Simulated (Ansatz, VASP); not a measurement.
## TaN in VASP and in Ansatz

```
Ta N
1.0
     5.20223    0.00000    0.00000
    -2.60111    4.50526    0.00000
     0.00000    0.00000    2.91766
Ta N
3 3
Direct
  0.00000 0.00000 0.00000
  0.33333 0.66667 0.50000
  0.66667 0.33333 0.50000
  0.50000 0.00000 0.00000
  0.50000 0.50000 0.00000
  0.00000 0.50000 0.00000
```

Change from the starting cell: volume scaled by 1.01, PAW files.

Alike in both runs: task electric field gradients; functional LDA; k mesh 5 × 5 × 8; occupations fermi-dirac, width 0.03 eV; no spin polarisation.

|  | VASP | Ansatz |
| --- | --- | --- |
| version | VASP 6.6.1 | Ansatz 0.2.0 |
| potentials or method | VASP PAW LDA potentials, release 64 (Ta_pv, N) | PAW with Ansatz's default frozen-core files, scalar-relativistic |
| plane-wave cutoff (eV) | 520 | 420 |
| valence electrons in the cell | 48 | 54 |

Ansatz gave:

```
pressure (GPa)                                                : -7.8
traceless stress, the component that is largest in VASP (GPa) : -2.43
size of Vzz on the site where it differs most (V/Å²)          : 457.5
```

Question: Estimate VASP's values.

Answer: Pressure (GPa): -6.2; traceless stress, the component that is largest in VASP (GPa): -2.08; size of Vzz on the site where it differs most (V/Å²): 340.8.

LDA's correlation is that of Perdew and Zunger in VASP and of Perdew and Wang (1992) in Ansatz. VASP's potentials hold 48 valence electrons a cell and Ansatz's 54, so a difference there can come from the potentials and not from the codes.

Spin-orbit coupling is off throughout.
